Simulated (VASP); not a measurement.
# SnO in VASP: further runs

SnO is run at these levels: PBE+D3(BJ); tasks: single point.

Program: VASP 6.6.1. These are calculated values, not measurements. Logs are shortened: lines on timing, memory, paths and dates and some standing lists are left out, and cuts for length are marked.

## 1. The cell of the first run

The cell holds a slab with vacuum, 4 atoms: a = 3.837 Å, b = 3.837 Å, c = 30.635 Å, α = 90.00°, β = 90.00°, γ = 90.00°.

## 2. Single point, PBE+D3(BJ) (a layer taken out of the bulk)

INCAR

```
SYSTEM = SnO
PREC = Accurate
ENCUT = 1000
EDIFF = 1E-6
ISMEAR = 0
SIGMA = 0.02
LREAL = .False.
LASPH = .True.
NELM = 120
ALGO = Normal
ISIF = 2
LWAVE = .False.
LCHARG = .False.
LDIPOL = .True.
IDIPOL = 3
DIPOL = 0.5 0.5 0.500
GGA = PE
IVDW = 12
NBANDS = 28
GGA_COMPAT = .False.
NELMDL = -8
```

KPOINTS

```
Automatic mesh
0
Gamma
  6 6 1
  0 0 0
```

POSCAR

```
SnO
1.0
    3.8369227260      0.0000000000      0.0000000000
    0.0000290564      3.8369227259      0.0000000000
    0.0000000000      0.0000000000     30.6349243850
Sn O
2 2
Direct
    0.7499904051      0.2500095949      0.4621761398
    0.2499904051      0.7500095949      0.5378238602
    0.2500040678      0.2499959322      0.5000000000
    0.7500040678      0.7499959322      0.5000000000
```

Potentials or basis: VASP PAW PBE potentials, release 64 (Sn_d, O_h).

Command:

```
> cat potpaw_PBE.64/Sn_d/POTCAR potpaw_PBE.64/O_h/POTCAR > POTCAR
> mpirun -np 1 vasp_std > vasp.out
```

OUTCAR:

```text
SYSTEM = SnO
   PREC = Accurate
   ENCUT = 1000
   EDIFF = 1E-6
   ISMEAR = 0
   LREAL = .False.
   LASPH = .True.
   NELM = 120
   ISIF = 2
   GGA = PE
   IVDW = 12
   NELMDL = -8
 IVDW          = 12

 ion  position               nearest neighbor table
   1  0.750  0.250  0.462-   3 2.24   4 2.24   3 2.24   4 2.24   2 3.57   2 3.57   2 3.57   2 3.57

   2  0.250  0.750  0.538-   4 2.24   3 2.24   4 2.24   3 2.24   1 3.57   1 3.57   1 3.57   1 3.57

   3  0.250  0.250  0.500-   1 2.24   2 2.24   1 2.24   2 2.24
   4  0.750  0.750  0.500-   2 2.24   1 2.24   2 2.24   1 2.24

  LATTYP: Found a simple tetragonal cell.
 ALAT       =     3.8369227260
 C/A-ratio  =     7.9842432524

  Lattice vectors:

 A1 = (   3.8369227260,   0.0000000000,   0.0000000000)
 A2 = (   0.0000290564,   3.8369227259,   0.0000000000)
 A3 = (   0.0000000000,   0.0000000000,  30.6349243850)

Analysis of symmetry for initial positions (statically):
=====================================================================
 Subroutine PRICEL returns:
 Original cell was already a primitive cell.

 Routine SETGRP: Setting up the symmetry group for a
 simple tetragonal supercell.

 Subroutine GETGRP returns: Found  4 space group operations
 (whereof  2 operations were pure point group operations)
 out of a pool of 16 trial point group operations.

The static configuration has the point symmetry C_1h.
 The point group associated with its full space group is C_2v.

Analysis of symmetry for dynamics (positions and initial velocities):
=====================================================================
 Subroutine PRICEL returns:
 Original cell was already a primitive cell.

 Routine SETGRP: Setting up the symmetry group for a
 simple tetragonal supercell.

 Subroutine GETGRP returns: Found  4 space group operations
 (whereof  2 operations were pure point group operations)
 out of a pool of 16 trial point group operations.

The dynamic configuration has the point symmetry C_1h.
 The point group associated with its full space group is C_2v.

 Subroutine INISYM returns: Found  4 space group operations
 (whereof  2 operations are pure point group operations),
 and found     1 'primitive' translations

----------------------------------------------------------------------------------------

                                     Primitive cell

  volume of cell :     451.0066
[... 84 lines left out ...]
   NSW    =      0    number of steps for IOM
   IBRION =     -1    ionic relax: 0-MD 1-quasi-New 2-CG
   NFREE  =      0    steps in history (QN), initial steepest desc. (CG)
   ISIF   =      2    stress and relaxation
   ISYM   =      2    0-nonsym 1-usesym 2-fastsym
   POTIM  = 0.5000    time-step for ionic-motion
   TEBEG  =    0.0;   TEEND  =   0.0 temperature during run
   PSTRESS=    0.0 pullay stress
   NELECT =      40.0000    total number of electrons
   NUPDOWN=      -1.0000    fix difference up-down
   EMIN   =  10.00;   EMAX   =-10.00  energy-range for DOS
   EFERMI =   0.00;   METHOD = LEGACY
   ISMEAR =     0;   SIGMA  =   0.02  broadening in eV -4-tet -1-fermi 0-gaus
   EFERMI_NEDOS =   21; number of points for ismear=-14 and -15
   IALGO  =     38    algorithm
   IMIX   =      4    mixing-type and parameters
     AMIX     =   0.40;   BMIX     =  1.00
     AMIX_MAG =   1.60;   BMIX_MAG =  1.00
  volume/ion in A,a.u.               =     112.75       760.89
  Fermi-wavevector in a.u.,A,eV,Ry     =   0.730075  1.379641  7.252025  0.533009
  Thomas-Fermi vector in A             =   1.821954
   LORBIT       =      0    0 simple, 1 ext, 2 COOP (PROOUT), +10 PAW based schemes
   GGA     = PE    functional components
   LHFCALC =     F    Hartree Fock is set to
   AEXX    =    0.0000 exact exchange contribution
   IVDW    =    12    specifies the selected vdW correction
   LEPSILON=     F    determine dielectric tensor
   LRPA    =     F    only Hartree local field effects (RPA)
 non-spin polarized calculation
 Gauss-broadening in eV      SIGMA  =   0.02
  energy-cutoff  :     1000.00
  volume of cell :      451.01
 maximum number of plane-waves:     32460
   NGX = 19   NGY = 19   NGZ =157

 number of electron      39.9999992 magnetization

 dipolmoment           0.000000      0.000000     -0.000000 electrons x Angstroem

 Free energy of the ion-electron system (eV)
  ---------------------------------------------------
  ext. energy  EPLUGINS =         0.00000000
  ---------------------------------------------------
  free energy    TOTEN  =       -22.58648190 eV

  energy without entropy =      -22.58648190  energy(sigma->0) =      -22.58648190

 E-fermi :  -3.4584     XC(G=0):  -2.0867

 val. band max:       -3.5578450267   @ k =  -0.1667   0.1667   0.0000
 cond. band min:      -0.5853070625   @ k =   0.0000   0.0000   0.0000
 fundamental gap:      2.9725379642
 Fermi energy:        -3.4584060643

 k-point     1 :       0.0000    0.0000    0.0000
  band No.  band energies     occupation
      1     -24.2182      2.00000
      2     -23.8293      2.00000
      3     -23.8026      2.00000
      4     -23.8026      2.00000
      5     -23.7802      2.00000
      6     -23.7570      2.00000
[... 392 lines left out ...]
     27       3.8838      0.00000
     28       3.8838      0.00000

------------------------ aborting loop because EDIFF is reached ----------------------------------------

 vacuum level on the upper side and lower side of the slab       (xc-potential included)        -0.006        -0.006

 Edisp (eV)   -0.54532

 E8    (eV) :    -0.2467

  FORCE on cell =-STRESS in cart. coord.  units (eV):
  Direction    XX          YY          ZZ          XY          YZ          ZX
  --------------------------------------------------------------------------------------
  -------------------------------------------------------------------------------------
  Total       0.25750     0.25750     0.92507    -0.00026    -0.00000     0.00000
  in kB       0.91474     0.91474     3.28626    -0.00092    -0.00000     0.00000
  external pressure =        1.71 kB  Pullay stress =        0.00 kB

 VOLUME and BASIS-vectors are now :
 -----------------------------------------------------------------------------
  energy-cutoff  :     1000.00
  volume of cell :      451.01
      direct lattice vectors                 reciprocal lattice vectors
     3.836922726  0.000000000  0.000000000     0.260625525 -0.000001974  0.000000000
     0.000029056  3.836922726  0.000000000     0.000000000  0.260625525  0.000000000
     0.000000000  0.000000000 30.634924385     0.000000000  0.000000000  0.032642483

 POSITION                                       TOTAL-FORCE (eV/Angst)
 -----------------------------------------------------------------------------------
      2.87766      0.95927     14.15873         0.000182     -0.000182     -0.402624
      0.95922      2.87773     16.47619         0.000182     -0.000182      0.402624
      0.95925      0.95922     15.31746        -0.000182      0.000182      0.000000
      2.87773      2.87768     15.31746        -0.000182      0.000182      0.000000
 -----------------------------------------------------------------------------------
    total drift:                                0.000002     -0.000002      0.000000

  FREE ENERGIE OF THE ION-ELECTRON SYSTEM (eV)
  ---------------------------------------------------
  free  energy   TOTEN  =       -23.1318059323 eV

  energy  without entropy=      -23.1318059323  energy(sigma->0) =      -23.13180593

 vacuum level on the upper side and lower side of the slab         1.808         1.808
```

stdout:

```text
POSCAR found type information on POSCAR SnO
 POSCAR found :  2 types and       4 ions
 scaLAPACK will be used
 LDA part: xc-table for (Slater+PW92), standard interpolation
 POSCAR, INCAR and KPOINTS ok, starting setup
 FFT: planning ... GRIDC
 FFT: planning ... GRID_SOFT
 FFT: planning ... GRID
 WAVECAR not read
 entering main loop
```

Run time: 13 min. Hardware: 1 thread of Intel Xeon Platinum 8259CL at 2.50GHz (Skylake/Cascade Lake), shared host; peak memory 1.1 GiB.

Results:

```yaml
Free_energy: -23.1318 eV
Largest_force: 0.403 eV/Å
Band_gap_on_the_k_mesh: 2.97 eV (least direct gap 3.01 eV)
Dispersion_energy_per_atom: -0.136 eV
```

Forces in eV/Å, atoms in the order of the input:
```
Sn   0.000  0.000 -0.403
Sn   0.000  0.000  0.403
O    0.000  0.000  0.000
O    0.000  0.000  0.000
```

Caveat: the cell differs from its parent crystal (a layer taken out of the bulk); spin-orbit coupling is left out, which moves the levels of the heavy elements.

## 3. Single point, PBE+D3(BJ) (a layer taken out of the bulk)

INCAR

```
ALGO = Normal ; DIPOL = 0.5 0.5 0.500
EDIFF = 1E-6 ; ENCUT = 1000
GGA = PE ; GGA_COMPAT = False
IDIPOL = 3 ; ISIF = 2
ISMEAR = 0 ; IVDW = 12
LASPH = True ; LCHARG = True
LDIPOL = True ; LELF = True
LREAL = False ; LVACPOTAV = True
LVHAR = True ; LWAVE = False
NBANDS = 28 ; NELM = 120
NELMDL = -8 ; PREC = Accurate
SIGMA = 0.1
```

KPOINTS

```
k-points
0
Gamma
  6 6 1
```

POSCAR is that of step 2.

Potentials or basis: VASP PAW PBE potentials, release 64 (Sn_d, O_h).

Command:

```
> cat potpaw_PBE.64/Sn_d/POTCAR potpaw_PBE.64/O_h/POTCAR > POTCAR
> mpirun -np 1 vasp_std > vasp.out
```

Run time: 13 min. Hardware: 1 thread of Intel Xeon Platinum 8488C (Sapphire Rapids), shared host; peak memory 1.1 GiB.

Results (log left out):

```yaml
Free_energy: -23.1318 eV
Largest_force: 0.403 eV/Å
Band_gap_on_the_k_mesh: 2.97 eV (least direct gap 3.01 eV)
Dispersion_energy_per_atom: -0.136 eV
```

Forces in eV/Å, atoms in the order of the input:
```
Sn   0.000  0.000 -0.403
Sn   0.000  0.000  0.403
O    0.000  0.000  0.000
O    0.000  0.000  0.000
```

Levels at points of the mesh, in eV from the valence-band top:
```csv
k point,band 17,band 18,band 19,band 20,band 21,band 22,band 23,band 24
"(0.00, 0.00, 0.00)",-2.17,-1.86,-1.86,-0.04,2.97,3.00,5.18,5.24
"(0.50, 0.00, 0.00)",-3.47,-3.47,-0.53,-0.53,3.23,3.23,5.69,5.69
"(0.50, 0.50, 0.00)",-1.20,-1.20,-0.68,-0.68,3.13,3.13,5.25,5.25
```

Caveat: the cell differs from its parent crystal (a layer taken out of the bulk); spin-orbit coupling is left out, which moves the levels of the heavy elements.
